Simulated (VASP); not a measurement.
# CrGe15 (F-43m) in VASP: single point with PBEsol+U

Aim: the single point of CrGe15 with PBEsol+U.

Program: VASP 6.6.1. These are calculated values, not measurements. Logs are shortened: lines on timing, memory, paths and dates and some standing lists are left out, and cuts for length are marked.

## (1) The cell of the first run

Symmetry: F-43m, No. 216, cubic system. The conventional cell has a = 11.315 Å, b = 11.315 Å, c = 11.315 Å, α = 90.00°, β = 90.00°, γ = 90.00°. Cr (site symmetry -43m) has 4 Ge at 2.49 Å within 3.3 Å. Ge (site symmetry 2mm) has 4 Ge at 2.43 to 2.45 Å within 3.2 Å. Ge (site symmetry -43m) has 4 Ge at 2.45 Å within 3.2 Å. Within 3.2 Å of Ge (site symmetry 3m) lie 3 Ge at 2.43 Å and 1 Cr at 2.49 Å. Within 3.2 Å of Ge (site symmetry 3m) lie 4 Ge at 2.45 Å.

## (2) Single point, PBEsol+U, collinear spin, ferromagnetic start

Input file INCAR:

```
PREC = Accurate ; ENCUT = 520
EDIFF = 1E-6 ; ISMEAR = 0
SIGMA = 0.05 ; LREAL = Auto
LASPH = True ; NELM = 150
ALGO = Normal ; ISIF = 2
LWAVE = False ; LCHARG = False
ISPIN = 2 ; MAGMOM = 4.07 0.02 0.02 0.02 0.02 0.02 0.02 0 0 0 0 0.01 0 0.01 0.01 0.01
LORBIT = 11 ; LMAXMIX = 4
LDAU = True ; LDAUTYPE = 2
LDAUL = 2 -1 ; LDAUU = 3 0
LDAUJ = 0 0 ; LDAUPRINT = 1
GGA = PS ; NBANDS = 129
```

Input file KPOINTS:

```
Automatic mesh
0
Gamma
  3 3 3
```

Input file POSCAR:

```
CrGe15
1.0
    0.0000000000      5.6575400000      5.6575400000
    5.6575400000      0.0000000000      5.6575400000
    5.6575400000      5.6575400000      0.0000000000
Cr Ge
1 15
Direct
    0.0000000000      1.0000000000      1.0000000000
    0.0006439391      0.0006439391      0.4993560609
    0.0006439391      0.4993560609      0.0006439391
    0.0006439391      0.4993560609      0.4993560609
    0.4993560609      0.0006439391      0.0006439391
    0.4993560609      0.0006439391      0.4993560609
    0.4993560609      0.4993560609      0.0006439391
    0.5000000000      0.5000000000      0.5000000000
    0.1271381710      0.1271381710      0.1271381710
    0.1271381710      0.1271381710      0.6185854871
    0.1271381710      0.6185854871      0.1271381710
    0.1250830096      0.6249723301      0.6249723301
    0.6185854871      0.1271381710      0.1271381710
    0.6249723301      0.1250830096      0.6249723301
    0.6249723301      0.6249723301      0.1250830096
    0.6249723301      0.6249723301      0.6249723301
```

Potentials or basis: VASP PAW PBE potentials, release 64 (Cr_pv, Ge_d).

Launch:

```console
cat potpaw_PBE.64/Cr_pv/POTCAR potpaw_PBE.64/Ge_d/POTCAR > POTCAR
mpirun -np 1 vasp_std > vasp.out
```

OUTCAR:

```text
PREC = Accurate
   ENCUT = 520
   EDIFF = 1E-6
   ISMEAR = 0
   LREAL = Auto
   LASPH = True
   NELM = 150
   ISIF = 2
   ISPIN = 2
   LORBIT = 11
   GGA = PS

 ion  position               nearest neighbor table
   1  0.000  0.000  0.000-  10 2.49  11 2.49  13 2.49   9 2.49
   2  0.001  0.001  0.499-   9 2.43  10 2.43  12 2.45  14 2.45
   3  0.001  0.499  0.001-   9 2.43  11 2.43  12 2.45  15 2.45
   4  0.001  0.499  0.499-  10 2.43  11 2.43  12 2.45  16 2.45
   5  0.499  0.001  0.001-   9 2.43  13 2.43  14 2.45  15 2.45
   6  0.499  0.001  0.499-  10 2.43  13 2.43  14 2.45  16 2.45
[... 8 lines left out ...]
  15  0.625  0.625  0.125-   8 2.45   7 2.45   3 2.45   5 2.45
  16  0.625  0.625  0.625-   8 2.45   6 2.45   7 2.45   4 2.45

  LATTYP: Found a face centered cubic cell.
 ALAT       =    11.3150800000

  Lattice vectors:

 A1 = (   0.0000000000,   5.6575400000,   5.6575400000)
 A2 = (   5.6575400000,   0.0000000000,   5.6575400000)
 A3 = (   5.6575400000,   5.6575400000,   0.0000000000)

Analysis of symmetry for initial positions (statically):
=====================================================================
 Subroutine PRICEL returns:
 Original cell was already a primitive cell.

 Routine SETGRP: Setting up the symmetry group for a
 face centered cubic supercell.

 Subroutine GETGRP returns: Found 24 space group operations
 (whereof 24 operations were pure point group operations)
 out of a pool of 48 trial point group operations.

The static configuration has the point symmetry T_d .

Analysis of symmetry for dynamics (positions and initial velocities):
=====================================================================
 Subroutine PRICEL returns:
 Original cell was already a primitive cell.

 Routine SETGRP: Setting up the symmetry group for a
 face centered cubic supercell.

 Subroutine GETGRP returns: Found 24 space group operations
 (whereof 24 operations were pure point group operations)
 out of a pool of 48 trial point group operations.

The dynamic configuration has the point symmetry T_d .

Analysis of structural, dynamic, and magnetic symmetry:
=====================================================================
 Subroutine PRICEL returns:
 Original cell was already a primitive cell.

 Routine SETGRP: Setting up the symmetry group for a
 face centered cubic supercell.

 Subroutine GETGRP returns: Found 24 space group operations
 (whereof 24 operations were pure point group operations)
 out of a pool of 48 trial point group operations.

The overall configuration has the point symmetry T_d .

 Subroutine INISYM returns: Found 24 space group operations
 (whereof 24 operations are pure point group operations),
 and found     1 'primitive' translations

----------------------------------------------------------------------------------------

                                     Primitive cell

  volume of cell :     362.1704

  direct lattice vectors                    reciprocal lattice vectors
     0.000000000  5.657540000  5.657540000    -0.088377634  0.088377634  0.088377634
     5.657540000  0.000000000  5.657540000     0.088377634 -0.088377634  0.088377634
     5.657540000  5.657540000  0.000000000     0.088377634  0.088377634 -0.088377634

  length of vectors
     8.000969798  8.000969798  8.000969798     0.153074553  0.153074553  0.153074553

  position of ions in fractional coordinates (direct lattice)
     0.000000000  0.000000000  0.000000000
     0.000643939  0.000643939  0.499356061
     0.000643939  0.499356061  0.000643939
     0.000643939  0.499356061  0.499356061
     0.499356061  0.000643939  0.000643939
     0.499356061  0.000643939  0.499356061
[... 8 lines left out ...]
     0.624972330  0.624972330  0.125083010
     0.624972330  0.624972330  0.624972330

  ion indices of the primitive-cell ions
   primitive index   ion index
                 1           1
[... 96 lines left out ...]
   LHFCALC =     F    Hartree Fock is set to
   AEXX    =    0.0000 exact exchange contribution
   IVDW    =     0    specifies the selected vdW correction
   LEPSILON=     F    determine dielectric tensor
   LRPA    =     F    only Hartree local field effects (RPA)
 spin polarized calculation
 Gauss-broadening in eV      SIGMA  =   0.05
  energy-cutoff  :      520.00
  volume of cell :      362.17
 maximum number of plane-waves:      9765
   NGX = 29   NGY = 29   NGZ = 29

atom =   1  type =  1  l = 2

 onsite density matrix

spin component  1

  0.7717 -0.0000  0.0000 -0.0000 -0.0000
 -0.0000  0.7717 -0.0000 -0.0000  0.0000
  0.0000 -0.0000  0.8607 -0.0000 -0.0000
 -0.0000 -0.0000 -0.0000  0.7717 -0.0000
 -0.0000  0.0000 -0.0000 -0.0000  0.8607

spin component  2

  0.0439 -0.0000 -0.0000  0.0000  0.0000
 -0.0000  0.0439  0.0000 -0.0000 -0.0000
 -0.0000  0.0000  0.0110  0.0000  0.0000
  0.0000 -0.0000  0.0000  0.0439  0.0000
  0.0000 -0.0000  0.0000  0.0000  0.0110

 occupancies and eigenvectors

  o =  0.0110  v =  0.0000  0.0000  0.0000  0.0000  0.0000  0.0000  0.0000  0.9968  0.0000 -0.0802      0.0000  0.0000  0.0000  0.0000  0.0000  0.0000  0.0000  0.0000  0.0000  0.0000
  o =  0.0110  v =  0.0000  0.0000  0.0000  0.0000  0.0000  0.0000  0.0000  0.0802 -0.0000  0.9968      0.0000  0.0000  0.0000  0.0000  0.0000  0.0000  0.0000  0.0000  0.0000  0.0000
  o =  0.0439  v =  0.0000  0.0000  0.0000  0.0000  0.0000 -0.0127 -0.3135  0.0000  0.9495  0.0000      0.0000  0.0000  0.0000  0.0000  0.0000  0.0000  0.0000  0.0000  0.0000  0.0000
  o =  0.0439  v =  0.0000  0.0000  0.0000  0.0000  0.0000 -0.0049 -0.9496  0.0000 -0.3136  0.0000      0.0000  0.0000  0.0000  0.0000  0.0000  0.0000  0.0000  0.0000  0.0000  0.0000
  o =  0.0439  v =  0.0000  0.0000  0.0000  0.0000  0.0000  0.9999 -0.0086 -0.0000  0.0105  0.0000      0.0000  0.0000  0.0000  0.0000  0.0000  0.0000  0.0000  0.0000  0.0000  0.0000
  o =  0.7717  v =  1.0000  0.0000  0.0000  0.0000  0.0000  0.0000  0.0000  0.0000  0.0000  0.0000      0.0000  0.0000  0.0000  0.0000  0.0000  0.0000  0.0000  0.0000  0.0000  0.0000
  o =  0.7717  v =  0.0000  0.7122  0.0000 -0.7020 -0.0000  0.0000  0.0000  0.0000  0.0000  0.0000      0.0000  0.0000  0.0000  0.0000  0.0000  0.0000  0.0000  0.0000  0.0000  0.0000
  o =  0.7717  v =  0.0000 -0.7020 -0.0000 -0.7122  0.0000  0.0000  0.0000  0.0000  0.0000  0.0000      0.0000  0.0000  0.0000  0.0000  0.0000  0.0000  0.0000  0.0000  0.0000  0.0000
  o =  0.8607  v =  0.0000  0.0000  0.0000 -0.0000  1.0000  0.0000  0.0000  0.0000  0.0000  0.0000      0.0000  0.0000  0.0000  0.0000  0.0000  0.0000  0.0000  0.0000  0.0000  0.0000
  o =  0.8607  v =  0.0000  0.0000 -1.0000  0.0000  0.0000  0.0000  0.0000  0.0000  0.0000  0.0000      0.0000  0.0000  0.0000  0.0000  0.0000  0.0000  0.0000  0.0000  0.0000  0.0000

 number of electron     222.0000120 magnetization       4.8140719

 Free energy of the ion-electron system (eV)
  ---------------------------------------------------
  ext. energy  EPLUGINS =         0.00000000
  ---------------------------------------------------
  free energy    TOTEN  =       -79.64377844 eV

  energy without entropy =      -79.63764688  energy(sigma->0) =      -79.64071266

 E-fermi :   4.5641     XC(G=0): -10.1216

 val. band max:        4.3235105824   @ k =  -0.3333   0.3333   0.0000
 cond. band min:       4.5714893100   @ k =   0.3333   0.3333   0.0000
 fundamental gap:      0.2479787276
 Fermi energy:         4.5640509083

 spin component 1

 k-point     1 :       0.0000    0.0000    0.0000
  band No.  band energies     occupation
      1     -38.8412      1.00000
      2     -38.8412      1.00000
      3     -38.8412      1.00000
      4     -20.0742      1.00000
      5     -20.0742      1.00000
      6     -20.0742      1.00000
[... 493 lines left out ...]
    122       7.8242      0.00000
    123       7.8828      0.00000
 Fermi energy:         4.5640509083

 spin component 2

 k-point     1 :       0.0000    0.0000    0.0000
  band No.  band energies     occupation
      1     -35.0355      1.00000
      2     -35.0355      1.00000
      3     -35.0355      1.00000
      4     -20.0718      1.00000
      5     -20.0718      1.00000
      6     -20.0718      1.00000
[... 493 lines left out ...]
    122       8.0682      0.00000
    123       8.1905      0.00000
 [bands above 123 left out]

------------------------ aborting loop because EDIFF is reached ----------------------------------------

  FORCE on cell =-STRESS in cart. coord.  units (eV):
  Direction    XX          YY          ZZ          XY          YZ          ZX
  --------------------------------------------------------------------------------------
  -------------------------------------------------------------------------------------
  Total        3.4233984      3.4233984      3.4233984      0.0000000      0.0000000     -0.0000000
  in kB       15.1445066     15.1445066     15.1445066      0.0000000      0.0000000     -0.0000000
  external PRESSURE =      15.1445066 kB  Pullay stress =       0.0000000 kB

 VOLUME and BASIS-vectors are now :
 -----------------------------------------------------------------------------
  energy-cutoff  :      520.00
  volume of cell :      362.17
      direct lattice vectors                 reciprocal lattice vectors
     0.000000000  5.657540000  5.657540000    -0.088377634  0.088377634  0.088377634
     5.657540000  0.000000000  5.657540000     0.088377634 -0.088377634  0.088377634
     5.657540000  5.657540000  0.000000000     0.088377634  0.088377634 -0.088377634

 POSITION                                       TOTAL-FORCE (eV/Angst)
 -----------------------------------------------------------------------------------
      0.00000      0.00000      0.00000        -0.000000     -0.000000     -0.000000
      2.82877      2.82877      0.00729        -0.000000     -0.000000     -0.004952
      2.82877      0.00729      2.82877        -0.000000     -0.004952     -0.000000
      5.65025      2.82877      2.82877         0.004952     -0.000000     -0.000000
      0.00729      2.82877      2.82877        -0.004952     -0.000000     -0.000000
      2.82877      5.65025      2.82877        -0.000000      0.004952     -0.000000
[... 8 lines left out ...]
      4.24347      4.24347      7.07161        -0.006745     -0.006745      0.006745
      7.07161      7.07161      7.07161         0.006745      0.006745      0.006745
 -----------------------------------------------------------------------------------
    total drift:                                0.000004      0.000004      0.000004

  FREE ENERGIE OF THE ION-ELECTRON SYSTEM (eV)
  ---------------------------------------------------
  free  energy   TOTEN  =       -79.6437784413 eV

  energy  without entropy=      -79.6376468824  energy(sigma->0) =      -79.64071266

 total charge

# of ion       s       p       d       tot
------------------------------------------
    1        0.335   6.196   4.167  10.698
    2        1.134   1.249  10.026  12.409
    3        1.134   1.249  10.026  12.409
    4        1.134   1.249  10.026  12.409
    5        1.134   1.249  10.026  12.409
    6        1.134   1.249  10.026  12.409
[... 8 lines left out ...]
   15        1.128   1.252  10.023  12.402
   16        1.128   1.252  10.023  12.402
--------------------------------------------------
tot         17.406  24.918 154.517 196.842

 magnetization (x)

# of ion       s       p       d       tot
------------------------------------------
    1        0.043   0.046   3.866   3.955
    2        0.006   0.013   0.002   0.021
    3        0.006   0.013   0.002   0.021
    4        0.006   0.013   0.002   0.021
    5        0.006   0.013   0.002   0.021
    6        0.006   0.013   0.002   0.021
[... 8 lines left out ...]
   15        0.000   0.010   0.001   0.011
   16        0.000   0.010   0.001   0.011
--------------------------------------------------
tot          0.055   0.209   3.935   4.199
```

Wall time 14 min (1 thread of Intel Xeon Platinum 8488C (Sapphire Rapids), shared host); peak memory 0.77 GiB.

What came out:

```yaml
Free_energy: -79.6438 eV
Pressure: 1.5 GPa
Largest_force: 0.082 eV/Å
Net_moment: 4.81 μB per cell
Site_moments: Cr +3.96; Ge +0.02, +0.01 (each value once) μB
Valence_electrons_inside_the_program's_atomic_spheres: Cr 10.70; Ge 12.41, 12.42, 12.40 (each value once)
```

Forces on the atoms (eV/Å):
```
Cr   0.000  0.000  0.000
Ge   0.000  0.000 -0.005
Ge   0.000 -0.005  0.000
Ge   0.005  0.000  0.000
Ge  -0.005  0.000  0.000
Ge   0.000  0.005  0.000
Ge   0.000  0.000  0.005
Ge   0.000  0.000  0.000
Ge  -0.047 -0.047 -0.047
Ge   0.047  0.047 -0.047
Ge   0.047 -0.047  0.047
Ge   0.007 -0.007 -0.007
Ge  -0.047  0.047  0.047
Ge  -0.007  0.007 -0.007
Ge  -0.007 -0.007  0.007
Ge   0.007  0.007  0.007
```

Eigenvalues of the final occupation matrices:
```
    site  spin  trace               eigenvalues
site 1 d     1   4.04  0.77 0.77 0.77 0.86 0.86
site 1 d     2   0.15  0.01 0.01 0.04 0.04 0.04
```

Caveat: the PAW data sets were made with another functional, which shifts forces and pressure a little; the U is typed as a test and isn't derived for this compound. The state reached can hang on the start; a lower one may exist.
